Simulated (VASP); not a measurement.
Here is a VASP 6.6.1 calculation.

INCAR

```
PREC = Accurate
ENCUT = 600
EDIFF = 1E-6
ISMEAR = 0
SIGMA = 0.1
LREAL = F
LASPH = T
NELM = 200
ALGO = Normal
ISIF = 2
LWAVE = F
LCHARG = F
GGA = PE
NBANDS = 22
GGA_COMPAT = F
LMAXMIX = 6
```

File KPOINTS:

```
Automatic mesh
0
Gamma
  6 6 4
```

The input POSCAR:

```
HoO3
1.0
    3.4151285046      0.0000000000      0.0000000000
    0.0000000000      3.4151285046      0.0000000000
    0.0000000000      0.0000000000      4.3293413114
Ho O
1 3
Direct
    0.0000000000      0.0000000000      0.0000000000
    0.5000000000      0.5000000000      0.8284636639
    0.0000000000      0.0000000000      0.5000000000
    0.5000000000      0.5000000000      0.1715363361
```

Potentials or basis: VASP PAW PBE potentials, release 64 (Ho_3, O), 4f in core.

Command:

```sh
$ cat potpaw_PBE.64/Ho_3/POTCAR potpaw_PBE.64/O/POTCAR > POTCAR
$ mpirun -np 1 vasp_std > vasp.out
```

Problem. What does it give for the band gap on the k mesh?

Solution. Zero (an odd number of electrons rules out a gap without spin polarisation).

Problem. Predict the pressure.

Solution. 0.6 GPa.

Problem. Predict the largest force.

Solution. 0.228 eV/Å.

Forces on the atoms (eV/Å):
```
Ho   0.000  0.000  0.000
O    0.000  0.000 -0.228
O    0.000  0.000  0.000
O    0.000  0.000  0.228
```

Caveat: the k points lie up to 0.36 Å⁻¹ apart, too coarse for converged energies and pressures of a metal; spin-orbit coupling is left out, which moves the levels of the heavy elements; the 4f electrons are frozen in the core, so they carry no moment and show no levels; an odd number of electrons without spin polarisation forces a metal; a magnetic or distorted state may lie lower; the run has no spin polarisation, though such a crystal can be magnetic. With open d or f shells a metallic result of PBE can be an artefact of self-interaction; +U or a hybrid may open a gap.
